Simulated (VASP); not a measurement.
LiH:

```
Li H
1.0
     3.25482    0.00000    0.00000
    -1.62741    2.81876    0.00000
     0.00000    0.00000    4.06907
Li H
2 2
Direct
  0.33333 0.66667 0.25000
  0.66667 0.33333 0.75000
  0.66667 0.33333 0.25000
  0.33333 0.66667 0.75000
```

Base run:

| Item | Value |
| --- | --- |
| Program | VASP 6.6.1 |
| Functional | PBE |
| Potentials or basis | VASP PAW PBE potentials, release 64 (Li_sv, H) |
| Cutoff | 520 eV |
| k mesh | 9 × 9 × 6 |
| Occupations | gaussian, width 0.01 eV |
| Spin | no spin polarisation |

Its results: band gap on the k mesh 1.83 eV (least direct gap 3.07 eV).

**Question.** The run is repeated on the same cell with these changes: functional from PBE to HSE06; k mesh from 9 × 9 × 6 to 6 × 6 × 4. What comes out?

**Answer.** Band gap on the k mesh 2.74 eV (least direct gap 4.05 eV).

Several settings changed at once.

A k mesh can miss the band edges.
